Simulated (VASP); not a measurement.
Wanted: the native input for a VASP 6.6.1 run.

- Task: single point
- Functional: PBE
- Potentials or basis: VASP PAW PBE potentials, release 64 (Ni)
- Cutoff: 520 eV
- k mesh: 16 × 16 × 16
- Occupations: gaussian, width 0.05 eV
- Spin: collinear spin, ferromagnetic start
- Starting moments: [0.64] μB
- Dipole correction: no
- Further INCAR settings: ALGO = Fast; EDIFF = 1e-06; NBANDS = 15

The structure of Ni lies in POSCAR:

```
Ni
1.0
    0.0000000000      1.7619350000      1.7619350000
    1.7619350000      0.0000000000      1.7619350000
    1.7619350000      1.7619350000      0.0000000000
Ni
1
Direct
    0.0000000000      0.0000000000      0.0000000000
```

The input as run:

INCAR

```
SYSTEM = Ni
PREC = Accurate
ENCUT = 520
EDIFF = 1E-6
ISMEAR = 0
SIGMA = 0.05
LREAL = .False.
LASPH = .True.
NELM = 150
ALGO = Fast
ISIF = 2
LWAVE = .False.
LCHARG = .False.
ISPIN = 2
MAGMOM = 0.64
LORBIT = 11
LMAXMIX = 4
GGA = PE
NBANDS = 15
```

KPOINTS

```
Automatic mesh
0
Gamma
  16 16 16
  0 0 0
```

Potentials or basis: VASP PAW PBE potentials, release 64 (Ni).

Command:

```bash
$ cat potpaw_PBE.64/Ni/POTCAR > POTCAR
$ mpirun -np 1 vasp_std > vasp.out
```

It gave:

The pressure is -1.4 GPa, the net moment is 0.60 μB per cell and the site moments are Ni +0.61 μB. The valence electrons inside the program's atomic spheres are Ni 9.30.

Run time: 73 s on 1 thread of Intel Xeon 8259CL (shared host), peak memory 0.16 GiB.
